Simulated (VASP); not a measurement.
Here is a VASP 6.6.1 calculation.

INCAR

```
ALGO = Normal
EDIFF = 1E-7
ENCUT = 520
GGA = PE
ISIF = 2
ISMEAR = -1
LASPH = T
LCHARG = F
LREAL = F
LWAVE = F
NBANDS = 28
NELM = 60
PREC = Accurate
SIGMA = 0.02
```

KPOINTS

```
k-points
0
Gamma
  6 6 6
```

Contents of POSCAR:

```
BaZrO3
1.0
    4.3315155616      0.0000000000      0.0000000000
    0.0000000000      4.3315155616      0.0000000000
    0.0000000000      0.0000000000      4.3315155616
Ba Zr O
1 1 3
Direct
    0.0000000000      0.0000000000      0.0000000000
    0.5000000000      0.5000000000      0.5000000000
    0.5000000000      0.5000000000      0.0000000000
    0.5000000000      0.0000000000      0.5000000000
    0.0000000000      0.5000000000      0.5000000000
```

Potentials or basis: VASP PAW PBE potentials, release 64 (Ba_sv, Zr_sv, O).

Launch:

```bash
$ cat potpaw_PBE.64/Ba_sv/POTCAR potpaw_PBE.64/Zr_sv/POTCAR potpaw_PBE.64/O/POTCAR > POTCAR
$ mpirun -np 1 vasp_std > vasp.out
```

**Question.** Estimate the pressure.

**Answer.** -8.6 GPa.

**Question.** Estimate the band gap on the k mesh.

**Answer.** 2.96 eV (least direct gap 3.27 eV).

Caveat: the cell differs from its parent crystal (strain +3.0%); the cell stands under tension; spin-orbit coupling is left out, which moves the levels of the heavy elements. A k mesh can miss the band edges.
